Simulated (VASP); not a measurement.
# HfN (I-4m2) in VASP: notebook

The runs below take HfN through single point, with PBEsol.

Program: VASP 6.6.1. These are calculated values, not measurements. Logs are shortened: lines on timing, memory, paths and dates and some standing lists are left out, and cuts for length are marked.

**1. The cell of the first run**

Symmetry: I-4m2, No. 119, tetragonal system. The conventional cell has a = 3.749 Å, b = 3.749 Å, c = 4.910 Å, α = 90.00°, β = 90.00°, γ = 90.00°. Within 3.0 Å of Hf (site symmetry -4m2) lie 4 N at 2.24 Å. N (site symmetry -4m2) has 4 Hf at 2.24 Å within 3.0 Å.

**2. Single point, PBEsol (strain +0.080 along x and y, +0.000 along z)**

Contents of INCAR:

```
ALGO     = Normal         # electronic algorithm
EDIFF    = 1E-6           # SCF threshold, eV
ENCUT    = 520            # plane-wave cutoff, eV
GGA      = PS             # functional
ISIF     = 2              # what is computed and relaxed
ISMEAR   = 0              # smearing method
LASPH    = True           # aspherical terms in the spheres
LCHARG   = False          # write CHGCAR
LREAL    = False          # projectors in reciprocal space
LWAVE    = False          # write WAVECAR
NBANDS   = 14             # bands
NELM     = 100            # most SCF steps
PREC     = Accurate       # precision mode
SIGMA    = 0.15           # smearing width, eV
```

Contents of KPOINTS:

```
k-points
0
Gamma
  16 16 16
```

Contents of POSCAR:

```
HfN
1.0
    0.0000000000      2.6512077600      2.4548220000
    2.6512077600      0.0000000000      2.4548220000
    2.6512077600      2.6512077600      0.0000000000
Hf N
1 1
Direct
    0.0000000000      0.0000000000      0.0000000000
    0.7500000000      0.7500000000      0.7500000000
```

Potentials or basis: VASP PAW PBE potentials, release 64 (Hf_pv, N).

Run with:

```sh
> cat potpaw_PBE.64/Hf_pv/POTCAR potpaw_PBE.64/N/POTCAR > POTCAR
> mpirun -np 1 vasp_std > vasp.out
```

OUTCAR:

```text
EDIFF = 1E-6
   ENCUT = 520
   GGA = PS
   ISIF = 2
   ISMEAR = 0
   LASPH = True
   LREAL = False
   NELM = 100
   PREC = Accurate

 ion  position               nearest neighbor table
   1  0.000  0.000  0.000-   2 2.24   2 2.24   2 2.24   2 2.24
   2  0.750  0.750  0.750-   1 2.24   1 2.24   1 2.24   1 2.24

  LATTYP: Found a body centered tetragonal cell.
 ALAT       =     3.7493739709
 C/A-ratio  =     1.3094570022

  Lattice vectors:

 A1 = (   0.0000000000,  -2.6512077600,  -2.4548220000)
 A2 = (   0.0000000000,   2.6512077600,  -2.4548220000)
 A3 = (   2.6512077600,   0.0000000000,   2.4548220000)

Analysis of symmetry for initial positions (statically):
=====================================================================
 Subroutine PRICEL returns:
 Original cell was already a primitive cell.

 Routine SETGRP: Setting up the symmetry group for a
 body centered tetragonal supercell.

 Subroutine GETGRP returns: Found  8 space group operations
 (whereof  8 operations were pure point group operations)
 out of a pool of 16 trial point group operations.

The static configuration has the point symmetry D_2d.

Analysis of symmetry for dynamics (positions and initial velocities):
=====================================================================
 Subroutine PRICEL returns:
 Original cell was already a primitive cell.

 Routine SETGRP: Setting up the symmetry group for a
 body centered tetragonal supercell.

 Subroutine GETGRP returns: Found  8 space group operations
 (whereof  8 operations were pure point group operations)
 out of a pool of 16 trial point group operations.

The dynamic configuration has the point symmetry D_2d.

 Subroutine INISYM returns: Found  8 space group operations
 (whereof  8 operations are pure point group operations),
 and found     1 'primitive' translations

----------------------------------------------------------------------------------------

                                     Primitive cell

  volume of cell :      34.5094

  direct lattice vectors                    reciprocal lattice vectors
     0.000000000  2.651207760  2.454822000    -0.188593292  0.188593292  0.203680756
     2.651207760  0.000000000  2.454822000     0.188593292 -0.188593292  0.203680756
     2.651207760  2.651207760  0.000000000     0.188593292  0.188593292 -0.203680756

  length of vectors
     3.613177776  3.613177776  3.749373971     0.335590092  0.335590092  0.335590092

  position of ions in fractional coordinates (direct lattice)
     0.000000000  0.000000000  0.000000000
     0.750000000  0.750000000  0.750000000

  ion indices of the primitive-cell ions
   primitive index   ion index
                 1           1
                 2           2

----------------------------------------------------------------------------------------

 KPOINTS: k-points

Automatic generation of k-mesh.
 Grid dimensions read from file:
 generate k-points for:   16   16   16

 Generating k-lattice:

  Cartesian coordinates                     Fractional coordinates (reciprocal lattice)
    -0.011787081  0.011787081  0.012730047     0.062500000  0.000000000  0.000000000
     0.011787081 -0.011787081  0.012730047     0.000000000  0.062500000  0.000000000
     0.011787081  0.011787081 -0.012730047     0.000000000  0.000000000  0.062500000

  Length of vectors
     0.020974381  0.020974381  0.020974381

  Shift w.r.t. Gamma in fractional coordinates (k-lattice)
     0.000000000  0.000000000  0.000000000

 Subroutine IBZKPT returns following result:
 ===========================================

 Found    349 irreducible k-points:

 Following reciprocal coordinates:
            Coordinates               Weight
  0.000000  0.000000  0.000000      1.000000
  0.062500  0.000000  0.000000      8.000000
  0.125000  0.000000  0.000000      8.000000
  0.187500  0.000000  0.000000      8.000000
  0.250000  0.000000  0.000000      8.000000
  0.312500 -0.000000  0.000000      8.000000
[... 16 lines left out ...]
 -0.125000  0.062500  0.000000      8.000000
 -0.062500  0.062500  0.000000      4.000000
 [... further k-points ...]
   k-points           NKPTS =    349   k-points in BZ     NKDIM =    349   number of bands    NBANDS=     14
   number of dos      NEDOS =    301   number of ions     NIONS =      2
   total plane-waves  NPLWV =  21952
   dimension x,y,z NGX =    28 NGY =   28 NGZ =   28
   dimension x,y,z NGXF=    56 NGYF=   56 NGZF=   56
   ions per type =               1   1
   NGX,Y,Z   is equivalent  to a cutoff of  12.88, 12.88, 12.42 a.u.
   NGXF,Y,Z  is equivalent  to a cutoff of  25.77, 25.77, 24.83 a.u.
 SYSTEM =  unknown system
   PREC   = accura    normal or accurate (medium, high low for compatibility)
   ISTART =      0    job   : 0-new  1-cont  2-samecut
   ICHARG =      2    charge: 1-file 2-atom 10-const
   ISPIN  =      1    spin polarized calculation?
   LNONCOLLINEAR =      F non collinear calculations
   LSORBIT =      F    spin-orbit coupling
   LASPH  =      T    aspherical Exc in radial PAW
   ENCUT  =  520.0 eV  38.22 Ry    6.18 a.u.   6.72  6.72  6.97*2*pi/ulx,y,z
   NELM   =    100;   NELMIN=  2; NELMDL= -5     # of ELM steps
   EDIFF  = 0.1E-05   stopping-criterion for ELM
   LREAL  =      F    real-space projection
   EDIFFG = 0.1E-04   stopping-criterion for IOM
   NSW    =      0    number of steps for IOM
   IBRION =     -1    ionic relax: 0-MD 1-quasi-New 2-CG
   NFREE  =      0    steps in history (QN), initial steepest desc. (CG)
   ISIF   =      2    stress and relaxation
   ISYM   =      2    0-nonsym 1-usesym 2-fastsym
   POTIM  = 0.5000    time-step for ionic-motion
   TEBEG  =    0.0;   TEEND  =   0.0 temperature during run
   PSTRESS=    0.0 pullay stress
   NELECT =      15.0000    total number of electrons
   NUPDOWN=      -1.0000    fix difference up-down
   EMIN   =  10.00;   EMAX   =-10.00  energy-range for DOS
   EFERMI =   0.00;   METHOD = LEGACY
   ISMEAR =     0;   SIGMA  =   0.15  broadening in eV -4-tet -1-fermi 0-gaus
   EFERMI_NEDOS =   21; number of points for ismear=-14 and -15
   IALGO  =     38    algorithm
   IMIX   =      4    mixing-type and parameters
     AMIX     =   0.40;   BMIX     =  1.00
     AMIX_MAG =   1.60;   BMIX_MAG =  1.00
  volume/ion in A,a.u.               =      17.25       116.44
  Fermi-wavevector in a.u.,A,eV,Ry     =   1.240108  2.343464 20.923953  1.537867
  Thomas-Fermi vector in A             =   2.374562
   LORBIT       =      0    0 simple, 1 ext, 2 COOP (PROOUT), +10 PAW based schemes
   GGA     = PS    functional components
   LHFCALC =     F    Hartree Fock is set to
   AEXX    =    0.0000 exact exchange contribution
   IVDW    =     0    specifies the selected vdW correction
   LEPSILON=     F    determine dielectric tensor
   LRPA    =     F    only Hartree local field effects (RPA)
 non-spin polarized calculation
 Gauss-broadening in eV      SIGMA  =   0.15
  energy-cutoff  :      520.00
  volume of cell :       34.51
 maximum number of plane-waves:       946
   NGX = 13   NGY = 13   NGZ = 13

 number of electron      15.0000001 magnetization

 Free energy of the ion-electron system (eV)
  ---------------------------------------------------
  ext. energy  EPLUGINS =         0.00000000
  ---------------------------------------------------
  free energy    TOTEN  =       -21.65989635 eV

  energy without entropy =      -21.65081937  energy(sigma->0) =      -21.65535786

 E-fermi :   4.4917     XC(G=0): -10.6859

 val. band max:        4.4740900777   @ k =   0.5000   0.3125   0.1250
 cond. band min:       4.4929800804   @ k =   0.3125  -0.0000   0.1875
 fundamental gap:      0.0188900026
 Fermi energy:         4.4916859412

 k-point     1 :       0.0000    0.0000    0.0000
  band No.  band energies     occupation
      1     -27.1498      2.00000
      2     -27.1191      2.00000
      3     -27.1191      2.00000
      4     -10.8380      2.00000
      5      -0.3169      2.00000
      6      -0.3169      2.00000
      7      -0.1318      2.00000
      8       3.3898      2.00000
      9       5.9322      0.00000
     10       6.6844      0.00000
     11       9.7233      0.00000
     12       9.7233      0.00000
     13      10.6453      0.00000
     14      16.1222      0.00000

 k-point     2 :       0.0625    0.0000    0.0000
  band No.  band energies     occupation
      1     -27.1547      2.00000
      2     -27.1248      2.00000
      3     -27.1209      2.00000
      4     -10.8046      2.00000
      5      -0.3899      2.00000
      6      -0.2974      2.00000
      7      -0.1377      2.00000
      8       3.6013      2.00000
      9       5.8953      0.00000
     10       6.6225      0.00000
     11       9.6848      0.00000
     12       9.7913      0.00000
     13      10.6298      0.00000
     14      15.6508      0.00000

 k-point     3 :       0.1250    0.0000    0.0000
  band No.  band energies     occupation
      1     -27.1747      2.00000
      2     -27.1345      2.00000
      3     -27.1258      2.00000
      4     -10.7105      2.00000
      5      -0.6037      2.00000
      6      -0.2441      2.00000
      7      -0.0865      2.00000
      8       4.1408      1.99906
      9       5.8180      0.00000
     10       6.4802      0.00000
     11       9.5185      0.00000
     12       9.9432      0.00000
     13      10.6083      0.00000
     14      14.5117      0.00000

 k-point     4 :       0.1875    0.0000    0.0000
  band No.  band energies     occupation
      1     -27.2119      2.00000
      2     -27.1414      2.00000
      3     -27.1331      2.00000
      4     -10.5718      2.00000
      5      -0.8319      2.00000
      6      -0.1712      2.00000
      7       0.0123      2.00000
      8       4.8206      0.00193
      9       5.7712      0.00000
     10       6.3490      0.00000
     11       9.2114      0.00000
     12      10.0596      0.00000
     13      10.5496      0.00000
     14      13.2908      0.00000

 k-point     5 :       0.2500    0.0000    0.0000
  band No.  band energies     occupation
      1     -27.2578      2.00000
      2     -27.1469      2.00000
      3     -27.1418      2.00000
      4     -10.4124      2.00000
      5      -0.9827      2.00000
      6      -0.0969      2.00000
      7       0.1268      2.00000
      8       5.4333      0.00000
      9       5.8181      0.00000
     10       6.3162      0.00000
     11       8.8412      0.00000
[... 276 lines left out ...]
 k-point    22 :      -0.1875    0.0625    0.0000
  band No.  band energies     occupation
      1     -27.2194      2.00000
      2     -27.1581      2.00000
      3     -27.1339      2.00000
      4     -10.4991      2.00000
      5      -0.9007      2.00000
      6      -0.1376      2.00000
      7       0.0967      2.00000
      8       5.1272      0.00000
      9       5.5351      0.00000
     10       6.3684      0.00000
     11       8.8888      0.00000
     12      10.2183      0.00000
     13      10.4731      0.00000
     14      13.2447      0.00000

 k-point    23 :      -0.1250    0.0625    0.0000
  band No.  band energies     occupation
      1     -27.1783      2.00000
      2     -27.1527      2.00000
      3     -27.1267      2.00000
      4     -10.6444      2.00000
      5      -0.7298      2.00000
      6      -0.2137      2.00000
      7       0.0104      2.00000
      8       4.4669      1.18474
      9       5.6043      0.00000
     10       6.4548      0.00000
     11       9.2810      0.00000
     12      10.1200      0.00000
     13      10.5711      0.00000
     14      14.3182      0.00000

 k-point    24 :      -0.0625    0.0625    0.0000
  band No.  band energies     occupation
      1     -27.1571      2.00000
      2     -27.1393      2.00000
      3     -27.1221      2.00000
      4     -10.7525      2.00000
      5      -0.5372      2.00000
      6      -0.2721      2.00000
      7      -0.0587      2.00000
      8       3.8944      2.00000
      9       5.7475      0.00000
     10       6.5719      0.00000
     11       9.5484      0.00000
     12       9.9409      0.00000
     13      10.6135      0.00000
     14      15.2203      0.00000

 [... further k-points ...]
[... 5 lines left out ...]
  --------------------------------------------------------------------------------------
  -------------------------------------------------------------------------------------
  Total       -6.4182411     -6.4182411     -4.2305616      0.0000000      0.0000000      0.0000000
  in kB     -297.9813474   -297.9813474   -196.4133844      0.0000000      0.0000000      0.0000000
  external PRESSURE =    -264.1253597 kB  Pullay stress =       0.0000000 kB

 VOLUME and BASIS-vectors are now :
 -----------------------------------------------------------------------------
  energy-cutoff  :      520.00
  volume of cell :       34.51
      direct lattice vectors                 reciprocal lattice vectors
     0.000000000  2.651207760  2.454822000    -0.188593292  0.188593292  0.203680756
     2.651207760  0.000000000  2.454822000     0.188593292 -0.188593292  0.203680756
     2.651207760  2.651207760  0.000000000     0.188593292  0.188593292 -0.203680756

 POSITION                                       TOTAL-FORCE (eV/Angst)
 -----------------------------------------------------------------------------------
      0.00000      0.00000      0.00000         0.000000      0.000000      0.000000
      3.97681      3.97681      3.68223        -0.000000     -0.000000     -0.000000
 -----------------------------------------------------------------------------------
    total drift:                               -0.000000     -0.000000      0.000000

  FREE ENERGIE OF THE ION-ELECTRON SYSTEM (eV)
  ---------------------------------------------------
  free  energy   TOTEN  =       -21.6598963536 eV

  energy  without entropy=      -21.6508193698  energy(sigma->0) =      -21.65535786
```

It took 56 s on 1 thread of Intel Xeon 6975P-C (Granite Rapids), shared host; peak memory 0.29 GiB.

What came out:

- Free energy: -21.6599 eV
- Pressure: -26.4 GPa

Stress tensor (GPa, compression positive):
```
-29.80   0.00   0.00
  0.00 -29.80   0.00
  0.00   0.00 -19.64
```

Caveat: the cell differs from its parent crystal (strain +0.080 along x and y, +0.000 along z); the PAW data sets were made with another functional, which shifts forces and pressure a little; spin-orbit coupling is left out, which moves the levels of the heavy elements.

**3. Single point, PBEsol (strain +0.080 along x and y, +0.040 along z)**

Contents of INCAR:

```
SYSTEM = HfN
PREC = Accurate
ENCUT = 520
EDIFF = 1E-7
ISMEAR = 0
SIGMA = 0.15
LREAL = .FALSE.
LASPH = .TRUE.
NELM = 60
ALGO = Normal
ISIF = 2
LWAVE = .FALSE.
LCHARG = .FALSE.
GGA = PS
NBANDS = 14
```

Contents of KPOINTS:

```
Automatic mesh
0
G
  16 16 16
  0 0 0
```

Contents of POSCAR:

```
HfN
1.0
    0.0000000000      2.6512077600      2.5530148800
    2.6512077600      0.0000000000      2.5530148800
    2.6512077600      2.6512077600      0.0000000000
Hf N
1 1
Direct
    0.0000000000      0.0000000000      0.0000000000
    0.7500000000      0.7500000000      0.7500000000
```

Potentials or basis: VASP PAW PBE potentials, release 64 (Hf_pv, N).

Run with:

```sh
> cat potpaw_PBE.64/Hf_pv/POTCAR potpaw_PBE.64/N/POTCAR > POTCAR
> mpirun -np 1 vasp_std > vasp.out
```

Run time: 58 s. Hardware: 1 thread of Intel Xeon 6975P-C (Granite Rapids), shared host; peak memory 0.3 GiB.

The run converged. Its results:

```yaml
Free_energy: -21.4639 eV
Pressure: -29.3 GPa
```

Stress tensor (GPa, compression positive):
```
-31.05   0.00   0.00
  0.00 -31.05   0.00
  0.00   0.00 -25.90
```

Levels at points of the mesh, in eV from the Fermi level:
```
           k point  band 6  band 7  band 8  band 9  band 10  band 11
(0.00, 0.00, 0.00)   -4.63   -4.54   -1.15    1.57     1.93     5.20
(0.50, 0.00, 0.00)   -4.24   -4.08    1.21    2.12     2.14     3.39
(0.50, 0.50, 0.00)   -3.38   -3.38   -0.86    1.65     3.07     3.63
(0.50, 0.00, 0.50)   -3.33   -3.22   -1.05    1.58     3.10     3.60
```

Caveat: the cell differs from its parent crystal (strain +0.080 along x and y, +0.040 along z); the PAW data sets were made with another functional, which shifts forces and pressure a little; spin-orbit coupling is left out, which moves the levels of the heavy elements.
